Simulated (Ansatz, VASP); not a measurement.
One calculation of Bi2Te3, two programs

Contents of INCAR:

```
SYSTEM = Bi2Te3
PREC = Accurate ; ENCUT = 520
EDIFF = 1E-7 ; ISMEAR = 0
SIGMA = 0.15 ; LREAL = .FALSE.
LASPH = .TRUE. ; NELM = 100
ALGO = Normal ; ISIF = 2
LWAVE = .FALSE. ; LCHARG = .FALSE.
GGA = PS ; NBANDS = 32
```

Contents of KPOINTS:

```
Automatic mesh
0
G
  12 12 12
  0 0 0
```

POSCAR

```
Bi2Te3
1.0
    2.1298183582      1.2296512025      8.7815613098
   -2.1298183582      1.2296512025      8.7815613098
    0.0000000000     -2.4593024049      8.7815613098
Bi Te
2 3
Direct
    0.8060729776      0.8060729776      0.8060729776
    0.4039604779      0.4039604779      0.4039604779
    0.6049878744      0.6049878744      0.6049878744
    0.2058062845      0.2058062845      0.2058062845
    0.0041723854      0.0041723854      0.0041723854
```

Input for Ansatz:

```yaml
crystal:
  lattice:
    - [2.1298183582, 1.2296512025, 8.7815613098]
    - [-2.1298183582, 1.2296512025, 8.7815613098]
    - [0.0, -2.4593024049, 8.7815613098]
  atoms:
    - { symbol: Bi, position: [0.8060729776, 0.8060729776, 0.8060729776] }
    - { symbol: Bi, position: [0.4039604779, 0.4039604779, 0.4039604779] }
    - { symbol: Te, position: [0.6049878744, 0.6049878744, 0.6049878744] }
    - { symbol: Te, position: [0.2058062845, 0.2058062845, 0.2058062845] }
    - { symbol: Te, position: [0.0041723854, 0.0041723854, 0.0041723854] }
basis:
  ecutwfc: 420
kpoints:
  mp_grid: { grid: [12, 12, 12] }
hamiltonian:
  xc: pbesol
scf:
  occupations: { method: gaussian, width: 0.15 }
output:
  forces: true
  stress: true
  eigenvalues: true
```

Change from the starting cell: strain -0.050 along x and y, -0.050 along z, atoms carried along.

Alike in both runs: task single point; functional PBEsol; k mesh 12 × 12 × 12; occupations gaussian, width 0.15 eV; no spin polarisation.

```csv
,VASP,Ansatz
version,VASP 6.6.1,Ansatz 0.2.0
potentials or method,"VASP PAW PBE potentials, release 64 (Bi_d, Te), cutoff 520 eV","scalar-relativistic, plane waves, PAW"
valence electrons in the cell,48,78
```

VASP gave:

* gap on the k mesh at the Fermi level (eV): none
* pressure (GPa): 12.3
* traceless stress, the component that is largest in VASP (GPa): 0.08
* rms of the force components (eV/Å): 0.052

Question: Which values does Ansatz return?

Answer: gap on the k mesh at the Fermi level (eV): none; pressure (GPa): 12.2; traceless stress, the component that is largest in VASP (GPa): 0.08; rms of the force components (eV/Å): 0.053.

VASP's potentials were made for PBE, not for PBEsol. Atom by atom the forces differ by 0.002 eV/Å (rms over components). A gap of «none» marks a metal or a gap that the smearing closes. VASP's potentials hold 48 valence electrons a cell and Ansatz's 78, so a difference there can come from the potentials and not from the codes.

Spin-orbit coupling is off throughout.
